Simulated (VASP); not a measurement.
Runs of VASP 6.6.1 on AlNi. It takes space group Pm-3m (No. 221, cubic). The conventional cell has a = 2.881 Å, b = 2.881 Å, c = 2.881 Å, α = 90.00°, β = 90.00°, γ = 90.00°. Within 3.3 Å of Al (site symmetry m-3m) lie 8 Ni at 2.50 Å and 6 Al at 2.88 Å. Within 3.3 Å of Ni (site symmetry m-3m) lie 8 Al at 2.50 Å and 6 Ni at 2.88 Å. 

| spin | fixed moment (μB) | pressure (GPa) | moment (μB) |
| --- | --- | --- | --- |
| collinear, zero start | 0.0 | -7.4 | 0.00 |
| collinear, ferromagnetic start | 1.2 | -0.7 | 1.20 |
| collinear, ferromagnetic start | 1.5 | 3.6 | 1.50 |
| collinear, ferromagnetic start | 0.9 | -4.0 | 0.90 |
| collinear, ferromagnetic start | 0.6 | -6.0 | 0.60 |
| collinear, ferromagnetic start | 1.8 | (a) | 1.80 |
| collinear, ferromagnetic start | 0.3 | (b) | 0.30 |

Alike in all rows: task single point; level LDA; potentials or basis VASP PAW LDA potentials, release 64 (Al, Ni); cell as given; k mesh 5 × 5 × 5, shifted; cutoff (eV) 520; smearing fermi-dirac 0.3 eV.

**Question.** Fill in the values left out.

**Answer.** (a) 9.0; (b) -7.0.

Caveats: all runs use coarse meshes; the total moment is fixed, so each spin has its own Fermi level.
